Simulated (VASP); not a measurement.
Here is a VASP 6.6.1 calculation.

Contents of INCAR:

```
PREC = Accurate
ENCUT = 520
EDIFF = 1E-6
ISMEAR = 0
SIGMA = 0.01
LREAL = False
LASPH = True
NELM = 60
ALGO = Normal
ISIF = 2
LWAVE = False
LCHARG = False
GGA = PE
ISYM = 0
NBANDS = 16
```

KPOINTS

```
Automatic mesh
0
Gamma
  6 6 6
  0 0 0.5
```

Contents of POSCAR:

```
GaAs
1.0
    0.0000000000      2.8330850957      2.8330850957
    2.8330850957      0.0000000000      2.8330850957
    2.8330850957      2.8330850957      0.0000000000
Ga As
1 1
Direct
    0.0000000000      0.0000000000      0.0000000000
    0.2500000000      0.2500000000      0.2500000000
```

Potentials or basis: VASP PAW PBE potentials, release 64 (Ga_d, As).

Command:

```sh
$ cat potpaw_PBE.64/Ga_d/POTCAR potpaw_PBE.64/As/POTCAR > POTCAR
$ mpirun -np 1 vasp_std > vasp.out
```

What does it give for the band gap on the k mesh?

1.15 eV, indirect (least direct gap 1.44 eV).

Estimate the pressure.

3.0 GPa.

A k mesh can miss the band edges.
